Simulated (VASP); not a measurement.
# SnO2 (Fd-3m) in VASP: further runs

Runs on SnO2. Level: LDA. Tasks: single point, relaxation of cell and atoms.

Everything below comes from runs of VASP 6.6.1. Logs are shortened: lines on timing, memory, paths and dates and some standing lists are left out, and cuts for length are marked.

**1. The cell of the first run**

Symmetry: Fd-3m, No. 227, cubic system. The conventional cell has a = 8.861 Å, b = 8.861 Å, c = 8.861 Å, α = 90.00°, β = 90.00°, γ = 90.00°. Sn (site symmetry -3m) has 6 O at 2.09 Å within 2.8 Å. O (site symmetry 3m) has 3 Sn at 2.09 Å and 3 O at 2.74 Å within 2.8 Å.

**2. Single point, LDA**

INCAR

```
PREC = Accurate ; ENCUT = 520
EDIFF = 1E-6 ; ISMEAR = 0
SIGMA = 0.05 ; LREAL = F
LASPH = T ; NELM = 80
ALGO = Normal ; ISIF = 2
LWAVE = F ; LCHARG = F
NBANDS = 64
```

KPOINTS

```
Automatic mesh
0
Gamma
  4 4 4
```

POSCAR

```
SnO2
1.0
    0.0000000000      4.4306881221      4.4306881221
    4.4306881221      0.0000000000      4.4306881221
    4.4306881221      4.4306881221      0.0000000000
Sn O
4 8
Direct
    0.1250000000      0.1250000000      0.6250000000
    0.6250000000      0.1250000000      0.1250000000
    0.1250000000      0.6250000000      0.1250000000
    0.1250000000      0.1250000000      0.1250000000
    0.8906925784      0.8906925784      0.8906925784
    0.8906925784      0.3279222648      0.8906925784
    0.8906925784      0.8906925784      0.3279222648
    0.3279222648      0.8906925784      0.8906925784
    0.9220777352      0.3593074216      0.3593074216
    0.3593074216      0.3593074216      0.9220777352
    0.3593074216      0.9220777352      0.3593074216
    0.3593074216      0.3593074216      0.3593074216
```

Potentials or basis: VASP PAW LDA potentials, release 64 (Sn_d, O).

Started as:

```bash
$ cat potpaw_LDA.64/Sn_d/POTCAR potpaw_LDA.64/O/POTCAR > POTCAR
$ mpirun -np 1 vasp_std > vasp.out
```

OUTCAR:

```text
PREC = Accurate
   ENCUT = 520
   EDIFF = 1E-6
   ISMEAR = 0
   LREAL = F
   LASPH = T
   NELM = 80
   ISIF = 2

 ion  position               nearest neighbor table
   1  0.125  0.125  0.625-   6 2.09   8 2.09   9 2.09  11 2.09   5 2.09  12 2.09   4 3.13   2 3.13
                             3 3.13   4 3.13   3 3.13   2 3.13
   2  0.625  0.125  0.125-   6 2.09   7 2.09  10 2.09  11 2.09   5 2.09  12 2.09   4 3.13   1 3.13
                             3 3.13   1 3.13   3 3.13   4 3.13
   3  0.125  0.625  0.125-   7 2.09   8 2.09   9 2.09  10 2.09   5 2.09  12 2.09   4 3.13   1 3.13
                             1 3.13   2 3.13   4 3.13   2 3.13
   4  0.125  0.125  0.125-   6 2.09   7 2.09   8 2.09   9 2.09  10 2.09  11 2.09   1 3.13   2 3.13
                             3 3.13   1 3.13   3 3.13   2 3.13
   5  0.891  0.891  0.891-   1 2.09   2 2.09   3 2.09
   6  0.891  0.328  0.891-   1 2.09   2 2.09   4 2.09
   7  0.891  0.891  0.328-   2 2.09   3 2.09   4 2.09
   8  0.328  0.891  0.891-   1 2.09   3 2.09   4 2.09
   9  0.922  0.359  0.359-   1 2.09   3 2.09   4 2.09
  10  0.359  0.359  0.922-   2 2.09   3 2.09   4 2.09
  11  0.359  0.922  0.359-   1 2.09   2 2.09   4 2.09
  12  0.359  0.359  0.359-   1 2.09   2 2.09   3 2.09

  LATTYP: Found a face centered cubic cell.
 ALAT       =     8.8613762442

  Lattice vectors:

 A1 = (   0.0000000000,   4.4306881221,   4.4306881221)
 A2 = (   4.4306881221,   0.0000000000,   4.4306881221)
 A3 = (   4.4306881221,   4.4306881221,   0.0000000000)

Analysis of symmetry for initial positions (statically):
=====================================================================
 Subroutine PRICEL returns:
 Original cell was already a primitive cell.

 Routine SETGRP: Setting up the symmetry group for a
 face centered cubic supercell.

 Subroutine GETGRP returns: Found 48 space group operations
 (whereof 24 operations were pure point group operations)
 out of a pool of 48 trial point group operations.

The static configuration has the point symmetry T_d .
 The point group associated with its full space group is O_h .

Analysis of symmetry for dynamics (positions and initial velocities):
=====================================================================
 Subroutine PRICEL returns:
 Original cell was already a primitive cell.

 Routine SETGRP: Setting up the symmetry group for a
 face centered cubic supercell.

 Subroutine GETGRP returns: Found 48 space group operations
 (whereof 24 operations were pure point group operations)
 out of a pool of 48 trial point group operations.

The dynamic configuration has the point symmetry T_d .
 The point group associated with its full space group is O_h .

 Subroutine INISYM returns: Found 48 space group operations
 (whereof 24 operations are pure point group operations),
 and found     1 'primitive' translations

----------------------------------------------------------------------------------------

                                     Primitive cell

  volume of cell :     173.9577

  direct lattice vectors                    reciprocal lattice vectors
     0.000000000  4.430688122  4.430688122    -0.112849288  0.112849288  0.112849288
     4.430688122  0.000000000  4.430688122     0.112849288 -0.112849288  0.112849288
     4.430688122  4.430688122  0.000000000     0.112849288  0.112849288 -0.112849288

  length of vectors
     6.265939233  6.265939233  6.265939233     0.195460700  0.195460700  0.195460700

  position of ions in fractional coordinates (direct lattice)
     0.125000000  0.125000000  0.625000000
     0.625000000  0.125000000  0.125000000
     0.125000000  0.625000000  0.125000000
     0.125000000  0.125000000  0.125000000
     0.890692578  0.890692578  0.890692578
     0.890692578  0.327922265  0.890692578
     0.890692578  0.890692578  0.327922265
     0.327922265  0.890692578  0.890692578
     0.922077735  0.359307422  0.359307422
     0.359307422  0.359307422  0.922077735
     0.359307422  0.922077735  0.359307422
     0.359307422  0.359307422  0.359307422

  ion indices of the primitive-cell ions
   primitive index   ion index
                 1           1
                 2           2
                 3           3
                 4           4
                 5           5
                 6           6
                 7           7
                 8           8
                 9           9
                10          10
                11          11
                12          12

----------------------------------------------------------------------------------------

 KPOINTS: Automatic mesh

Automatic generation of k-mesh.
 Grid dimensions read from file:
 generate k-points for:    4    4    4

 Generating k-lattice:

  Cartesian coordinates                     Fractional coordinates (reciprocal lattice)
    -0.028212322  0.028212322  0.028212322     0.250000000  0.000000000  0.000000000
     0.028212322 -0.028212322  0.028212322     0.000000000  0.250000000  0.000000000
     0.028212322  0.028212322 -0.028212322     0.000000000  0.000000000  0.250000000

  Length of vectors
     0.048865175  0.048865175  0.048865175

  Shift w.r.t. Gamma in fractional coordinates (k-lattice)
     0.000000000  0.000000000  0.000000000

 Subroutine IBZKPT returns following result:
 ===========================================

 Found      8 irreducible k-points:

 Following reciprocal coordinates:
            Coordinates               Weight
  0.000000  0.000000  0.000000      1.000000
  0.250000  0.000000  0.000000      8.000000
  0.500000  0.000000  0.000000      4.000000
  0.250000  0.250000  0.000000      6.000000
  0.500000  0.250000  0.000000     24.000000
 -0.250000  0.250000  0.000000     12.000000
  0.500000  0.500000  0.000000      3.000000
 -0.250000  0.500000  0.250000      6.000000
   k-points           NKPTS =      8   k-points in BZ     NKDIM =      8   number of bands    NBANDS=     64
   number of dos      NEDOS =    301   number of ions     NIONS =     12
   total plane-waves  NPLWV = 110592
   dimension x,y,z NGX =    48 NGY =   48 NGZ =   48
   dimension x,y,z NGXF=    96 NGYF=   96 NGZF=   96
   ions per type =               4   8
   NGX,Y,Z   is equivalent  to a cutoff of  12.74, 12.74, 12.74 a.u.
   NGXF,Y,Z  is equivalent  to a cutoff of  25.47, 25.47, 25.47 a.u.
 SYSTEM =  unknown system
   PREC   = accura    normal or accurate (medium, high low for compatibility)
   ISTART =      0    job   : 0-new  1-cont  2-samecut
   ICHARG =      2    charge: 1-file 2-atom 10-const
   ISPIN  =      1    spin polarized calculation?
   LNONCOLLINEAR =      F non collinear calculations
   LSORBIT =      F    spin-orbit coupling
   LASPH  =      T    aspherical Exc in radial PAW
   ENCUT  =  520.0 eV  38.22 Ry    6.18 a.u.  11.65 11.65 11.65*2*pi/ulx,y,z
   NELM   =     80;   NELMIN=  2; NELMDL= -5     # of ELM steps
   EDIFF  = 0.1E-05   stopping-criterion for ELM
   LREAL  =      F    real-space projection
   EDIFFG = 0.1E-04   stopping-criterion for IOM
   NSW    =      0    number of steps for IOM
   IBRION =     -1    ionic relax: 0-MD 1-quasi-New 2-CG
   NFREE  =      0    steps in history (QN), initial steepest desc. (CG)
   ISIF   =      2    stress and relaxation
   ISYM   =      2    0-nonsym 1-usesym 2-fastsym
   POTIM  = 0.5000    time-step for ionic-motion
   TEBEG  =    0.0;   TEEND  =   0.0 temperature during run
   PSTRESS=    0.0 pullay stress
   NELECT =     104.0000    total number of electrons
   NUPDOWN=      -1.0000    fix difference up-down
   EMIN   =  10.00;   EMAX   =-10.00  energy-range for DOS
   EFERMI =   0.00;   METHOD = LEGACY
   ISMEAR =     0;   SIGMA  =   0.05  broadening in eV -4-tet -1-fermi 0-gaus
   EFERMI_NEDOS =   21; number of points for ismear=-14 and -15
   IALGO  =     38    algorithm
   IMIX   =      4    mixing-type and parameters
     AMIX     =   0.40;   BMIX     =  1.00
     AMIX_MAG =   1.60;   BMIX_MAG =  1.00
  volume/ion in A,a.u.               =      14.50        97.83
  Fermi-wavevector in a.u.,A,eV,Ry     =   1.379129  2.606175 25.878222  1.901996
  Thomas-Fermi vector in A             =   2.504127
   LORBIT       =      0    0 simple, 1 ext, 2 COOP (PROOUT), +10 PAW based schemes
   GGA     = CA    functional components
   LHFCALC =     F    Hartree Fock is set to
   AEXX    =    0.0000 exact exchange contribution
   IVDW    =     0    specifies the selected vdW correction
   LEPSILON=     F    determine dielectric tensor
   LRPA    =     F    only Hartree local field effects (RPA)
 non-spin polarized calculation
 Gauss-broadening in eV      SIGMA  =   0.05
  energy-cutoff  :      520.00
  volume of cell :      173.96
 maximum number of plane-waves:      4720
 NGX is ok and might be reduce to    48
   NGX = 23   NGY = 23   NGZ = 23

 number of electron     104.0000014 magnetization

 Free energy of the ion-electron system (eV)
  ---------------------------------------------------
  ext. energy  EPLUGINS =         0.00000000
  ---------------------------------------------------
  free energy    TOTEN  =       -81.37510538 eV

  energy without entropy =      -81.37510538  energy(sigma->0) =      -81.37510538

 E-fermi :   3.1297     XC(G=0): -10.4236

 val. band max:        2.8233937939   @ k =   0.0000   0.0000   0.0000
 cond. band min:       4.8813952712   @ k =   0.0000   0.0000   0.0000
 fundamental gap:      2.0580014773
 Fermi energy:         3.1297483514

 k-point     1 :       0.0000    0.0000    0.0000
  band No.  band energies     occupation
      1     -17.8091      2.00000
      2     -17.8091      2.00000
      3     -17.8091      2.00000
      4     -17.2429      2.00000
      5     -16.9272      2.00000
      6     -16.9272      2.00000
[... 56 lines left out ...]
     63      13.7081      0.00000
     64      14.1851      0.00000

 k-point     2 :       0.2500    0.0000    0.0000
  band No.  band energies     occupation
      1     -17.7974      2.00000
      2     -17.7007      2.00000
      3     -17.7007      2.00000
      4     -17.1683      2.00000
      5     -16.9865      2.00000
      6     -16.9865      2.00000
[... 56 lines left out ...]
     63      13.3261      0.00000
     64      13.5838      0.00000

 k-point     3 :       0.5000    0.0000    0.0000
  band No.  band energies     occupation
      1     -17.7869      2.00000
      2     -17.5029      2.00000
      3     -17.5029      2.00000
      4     -17.2138      2.00000
      5     -17.2138      2.00000
      6     -17.0575      2.00000
[... 56 lines left out ...]
     63      12.7985      0.00000
     64      13.3219      0.00000

 k-point     4 :       0.2500    0.2500    0.0000
  band No.  band energies     occupation
      1     -17.7099      2.00000
      2     -17.7099      2.00000
      3     -17.7018      2.00000
      4     -17.1566      2.00000
      5     -17.0363      2.00000
      6     -16.8723      2.00000
[... 56 lines left out ...]
     63      13.5249      0.00000
     64      13.5840      0.00000

 k-point     5 :       0.5000    0.2500    0.0000
  band No.  band energies     occupation
      1     -17.6960      2.00000
      2     -17.5334      2.00000
      3     -17.4906      2.00000
      4     -17.2636      2.00000
      5     -17.1455      2.00000
      6     -17.0001      2.00000
[... 56 lines left out ...]
     63      13.0233      0.00000
     64      13.1997      0.00000

 k-point     6 :      -0.2500    0.2500    0.0000
  band No.  band energies     occupation
      1     -17.7267      2.00000
      2     -17.6339      2.00000
      3     -17.4984      2.00000
      4     -17.2266      2.00000
      5     -17.0674      2.00000
      6     -17.0238      2.00000
[... 56 lines left out ...]
     63      13.0398      0.00000
     64      13.1358      0.00000

 k-point     7 :       0.5000    0.5000    0.0000
  band No.  band energies     occupation
      1     -17.5575      2.00000
      2     -17.5575      2.00000
      3     -17.4116      2.00000
      4     -17.4116      2.00000
      5     -17.0753      2.00000
      6     -17.0753      2.00000
[... 56 lines left out ...]
     63      13.2702      0.00000
     64      13.2929      0.00000

 k-point     8 :      -0.2500    0.5000    0.2500
  band No.  band energies     occupation
      1     -17.5740      2.00000
      2     -17.5740      2.00000
      3     -17.3679      2.00000
      4     -17.3679      2.00000
      5     -17.1188      2.00000
      6     -17.1188      2.00000
[... 56 lines left out ...]
     63      13.1384      0.00000
     64      13.1393      0.00000

------------------------ aborting loop because EDIFF is reached ----------------------------------------

  FORCE on cell =-STRESS in cart. coord.  units (eV):
  Direction    XX          YY          ZZ          XY          YZ          ZX
  --------------------------------------------------------------------------------------
  -------------------------------------------------------------------------------------
  Total        0.9684677      0.9684677      0.9684677      0.0000000     -0.0000000      0.0000000
  in kB        8.9197396      8.9197396      8.9197396      0.0000000     -0.0000000      0.0000000
  external PRESSURE =       8.9197396 kB  Pullay stress =       0.0000000 kB

 VOLUME and BASIS-vectors are now :
 -----------------------------------------------------------------------------
  energy-cutoff  :      520.00
  volume of cell :      173.96
      direct lattice vectors                 reciprocal lattice vectors
     0.000000000  4.430688122  4.430688122    -0.112849288  0.112849288  0.112849288
     4.430688122  0.000000000  4.430688122     0.112849288 -0.112849288  0.112849288
     4.430688122  4.430688122  0.000000000     0.112849288  0.112849288 -0.112849288

 POSITION                                       TOTAL-FORCE (eV/Angst)
 -----------------------------------------------------------------------------------
      3.32302      3.32302      1.10767         0.000000     -0.000000     -0.000000
      1.10767      3.32302      3.32302        -0.000000     -0.000000     -0.000000
      3.32302      1.10767      3.32302         0.000000     -0.000000     -0.000000
      1.10767      1.10767      1.10767        -0.000000     -0.000000     -0.000000
      7.89276      7.89276      7.89276        -0.042746     -0.042746     -0.042746
      5.39930      7.89276      5.39930         0.042746     -0.042746      0.042746
      5.39930      5.39930      7.89276         0.042746      0.042746     -0.042746
      7.89276      5.39930      5.39930        -0.042746      0.042746      0.042746
      3.18396      5.67742      5.67742         0.042746     -0.042746     -0.042746
      5.67742      5.67742      3.18396        -0.042746     -0.042746      0.042746
      5.67742      3.18396      5.67742        -0.042746      0.042746     -0.042746
      3.18396      3.18396      3.18396         0.042746      0.042746      0.042746
 -----------------------------------------------------------------------------------
    total drift:                                0.000000      0.000000      0.000000

  FREE ENERGIE OF THE ION-ELECTRON SYSTEM (eV)
  ---------------------------------------------------
  free  energy   TOTEN  =       -81.3751053845 eV

  energy  without entropy=      -81.3751053845  energy(sigma->0) =      -81.37510538
```

Run time: 3.4 min. Hardware: 1 thread of Intel Xeon 8259CL, shared host; peak memory 0.28 GiB.

Results:

| Quantity | Value |
| --- | --- |
| Free energy | -81.3751 eV |
| Pressure | 0.9 GPa |
| Largest force | 0.074 eV/Å |
| Band gap on the k mesh | 2.06 eV |

Forces on the atoms (eV/Å):
```
Sn   0.000  0.000  0.000
Sn   0.000  0.000  0.000
Sn   0.000  0.000  0.000
Sn   0.000  0.000  0.000
O   -0.043 -0.043 -0.043
O    0.043 -0.043  0.043
O    0.043  0.043 -0.043
O   -0.043  0.043  0.043
O    0.043 -0.043 -0.043
O   -0.043 -0.043  0.043
O   -0.043  0.043 -0.043
O    0.043  0.043  0.043
```

Caveat: spin-orbit coupling is left out, which moves the levels of the heavy elements.

(Continued in part 2 of 2.)
